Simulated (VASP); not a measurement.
The system is FeO.

```
Fe O
1.0
     1.51768    0.87623    2.51579
    -1.51768    0.87623    2.51579
     0.00000   -1.75247    2.51579
Fe O
1 1
Direct
  0.00000 0.00000 0.00000
  0.50000 0.50000 0.50000
```

Base run:

* Program: VASP 6.6.1
* Functional: PBE
* Potentials or basis: VASP PAW PBE potentials, release 64 (Fe, O)
* Cutoff: 520 eV
* k mesh: 11 × 11 × 11
* Occupations: fermi-dirac, width 0.05 eV
* Spin: collinear spin, ferromagnetic start
* Starting moments: [-2.68, 0.0] μB

Its results: band gap on the k mesh zero (filled and empty bands overlap); pressure -0.6 GPa.

Q: After a change of settings the same cell gave: band gap on the k mesh zero (band 11 reaches 9.10 eV, above the bottom of band 12 at 8.28 eV); pressure -27.9 GPa. Which change was it?
A. moments at the start from [-2.68, 0.0] to [3.0, 0.0]
B. potentials or basis from VASP PAW PBE potentials, release 64 (Fe, O) to VASP PAW PBE potentials, release 64 (Fe_sv, O); cutoff from 520 eV to 600 eV; spin from collinear spin, ferromagnetic start to no spin polarisation; valence electrons from 14 to 22
C. spin from collinear spin, ferromagnetic start to no spin polarisation; further incar settings from ALGO = Normal; EDIFF = 1e-06; NBANDS = 18 to ALGO = Normal; EDIFF = 1e-07; NBANDS = 14

A: B.

Caveats: semilocal functionals often make such compounds metallic where correlation or magnetic order opens a gap, which also shifts bond lengths; a cell with one magnetic atom can't hold antiferromagnetic order, which such compounds often take (some runs).
